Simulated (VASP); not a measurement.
Write the native input for VASP 6.6.1 that does the following.

```
Task                   : single point
Functional             : PBE
Potentials or basis    : VASP PAW PBE potentials, release 64 (Bi_d)
Cutoff                 : 520 eV
k mesh                 : 12 × 12 × 12
Occupations            : gaussian, width 0.15 eV
Spin                   : no spin polarisation
Dipole correction      : no
Further INCAR settings : ALGO = Fast; EDIFF = 1e-06; NBANDS = 22
```

The structure of Bi lies in POSCAR:

```
Bi
1.0
    2.4718871502      1.3123169762      3.9540000000
   -2.4718871502      1.3123169762      3.9540000000
    0.0000000000     -2.6246339523      3.9540000000
Bi
2
Direct
    0.2338900000      0.2338900000      0.2338900000
    0.7661100000      0.7661100000      0.7661100000
```

This cell differs from its parent crystal: strain +0.0875 x Voigt [1, 0, 0, 0, 0, 0].

The input as run:

INCAR

```
SYSTEM = Bi
  PREC = Accurate
  ENCUT = 520
  EDIFF = 1E-6
  ISMEAR = 0
  SIGMA = 0.15
  LREAL = .False.
  LASPH = .True.
  NELM = 100
  ALGO = Fast
  ISIF = 2
  LWAVE = .False.
  LCHARG = .True.
  GGA = PE
  LELF = .True.
  LVHAR = .True.
  NBANDS = 22
```

KPOINTS

```
Automatic mesh
0
Gamma
  12 12 12
  0 0 0
```

Potentials or basis: VASP PAW PBE potentials, release 64 (Bi_d).

The run is started by

```console
$ cat potpaw_PBE.64/Bi_d/POTCAR > POTCAR
$ mpirun -np 1 vasp_std > vasp.out
```

Results of the run:

The pressure is -1.8 GPa and the largest force is 0.207 eV/Å. The band gap on the k mesh is zero (bands 15 and 16 overlap by 0.60 eV).

Caveat: the cell differs from its parent crystal (strain +0.0875 x Voigt [1, 0, 0, 0, 0, 0]); spin-orbit coupling is left out, which moves the levels of the heavy elements.

It took 26 min on 1 thread of Oxide Virtual Turin-like Processor, with other jobs on the host, peak memory 0.66 GiB.
